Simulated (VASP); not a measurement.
## GaSe: electric field gradients with PBE

The system is GaSe.

```xyz
8
Lattice="3.7500 0.0000 0.0000 -1.8750 3.2476 0.0000 0.0000 0.0000 15.9200" Properties=species:S:1:pos:R:3 pbc="T T T"
Ga    0.0000    2.1651   14.3280
Ga    1.8750    1.0825    6.3680
Ga    0.0000    2.1651    9.5520
Ga    1.8750    1.0825    1.5920
Se    0.0000    2.1651    2.8178
Se    1.8750    1.0825   10.7778
Se    0.0000    2.1651    5.1422
Se    1.8750    1.0825   13.1022
```

```yaml
Program: VASP 6.6.1
Task: electric field gradients
Functional: PBE
Potentials_or_basis: VASP PAW PBE potentials, release 64 (Ga_d, Se)
Cutoff: 400 eV
k_mesh: 14 × 14 × 3
Occupations: tetrahedron
Spin: no spin polarisation
Dipole_correction: no
Further_INCAR_settings: ALGO = Normal; EDIFF = 1e-08; NBANDS = 48
```

```
Pressure                                : 11.2 GPa
Largest force                           : 1.748 eV/Å
Band gap on the k mesh                  : zero (bands 38 and 39 overlap by 0.09 eV)
Largest electric field gradient by atom : Ga +12.2; Se +226.9 V/Å²
```

Forces on the atoms (eV/Å):
```
Ga   0.000  0.000  1.443
Ga   0.000  0.000  1.443
Ga   0.000  0.000 -1.443
Ga   0.000  0.000 -1.443
Se   0.000  0.000 -1.748
Se   0.000  0.000 -1.748
Se   0.000  0.000  1.748
Se   0.000  0.000  1.748
```

Stress tensor (GPa, compression positive):
```
 7.45  0.00  0.00
 0.00  7.45  0.00
 0.00  0.00 18.56
```

Levels at points of the mesh, in eV from the Fermi level:
| k point | band 34 | band 35 | band 36 | band 37 | band 38 | band 39 | band 40 | band 41 | band 42 | band 43 |
| --- | --- | --- | --- | --- | --- | --- | --- | --- | --- | --- |
| (0.00, 0.00, 0.00) | -1.27 | -1.27 | -1.25 | -1.25 | -0.24 | 1.00 | 1.95 | 2.17 | 2.23 | 2.35 |
| (0.50, 0.00, 0.00) | -2.50 | -2.14 | -1.94 | -1.71 | -0.96 | -0.05 | 1.11 | 1.13 | 1.77 | 2.44 |

Electric field gradients, principal values (V/Å²):
| atom | least | middle | greatest (by size) |
| --- | --- | --- | --- |
| 1 Ga | -6.089 | -6.097 | 12.186 |
| 2 Ga | -6.089 | -6.097 | 12.186 |
| 3 Ga | -6.089 | -6.097 | 12.186 |
| 4 Ga | -6.089 | -6.097 | 12.186 |
| 5 Se | -113.454 | -113.455 | 226.908 |
| 6 Se | -113.454 | -113.455 | 226.908 |
| 7 Se | -113.454 | -113.455 | 226.908 |
| 8 Se | -113.454 | -113.455 | 226.908 |

Run time: 5.6 min on 1 thread of Intel(R) Xeon(R) Platinum 8488C (Sapphire Rapids), with other jobs on the host, peak memory 0.39 GiB.

Caveat: the cell stands under pressure; without QUAD_EFG the Cq values of the log hold for a quadrupole moment of 1 mb, not for the nuclei; forces of over 1 eV/Å act on the atoms, so gaps and moduli don't describe the material at rest; tetrahedron occupations give inexact forces and stress in metals.
